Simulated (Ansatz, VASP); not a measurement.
## Two plane-wave programs on B4N3

```xyz
7
Lattice="4.9000 0.0000 0.0000 -2.4500 4.2435 0.0000 0.0000 0.0000 3.1000" Properties=species:S:1:pos:R:3 pbc="T T T"
B     2.4500    0.0000    0.0000
B    -1.2250    2.1218    0.0000
B     1.2250    2.1218    0.0000
B     0.0000    0.0000    0.0000
N    -1.2250    3.5363    0.0000
N     1.2250    3.5363    0.0000
N     0.0000    1.4145    0.0000
```

Alike in both runs: task relaxation of cell and atoms; functional PBE; k mesh 4 × 4 × 5; occupations gaussian, width 0.2 eV; no spin polarisation.

|  | VASP | Ansatz |
| --- | --- | --- |
| version | VASP 6.6.1 | Ansatz 0.2.0 |
| potentials or method | VASP PAW PBE potentials, release 64 (B, N), cutoff 600 eV | scalar-relativistic, plane waves, PAW |
| valence electrons in the cell | 27 | 27 |

|  | VASP | Ansatz | Ansatz less VASP |
| --- | --- | --- | --- |
| gap on the k mesh at the Fermi level, each at its own relaxed structure (eV) | none | none | - |
| relaxed volume (Å³/atom) | 9.20 | 9.38 | +0.179 |
| relaxed cell length with the largest relative difference (Å) | 3.132 | 3.189 | +0.0566 |

A gap of «none» marks a metal or a gap that the smearing closes.

The k mesh is coarse, so the values compare programs but aren't converged.
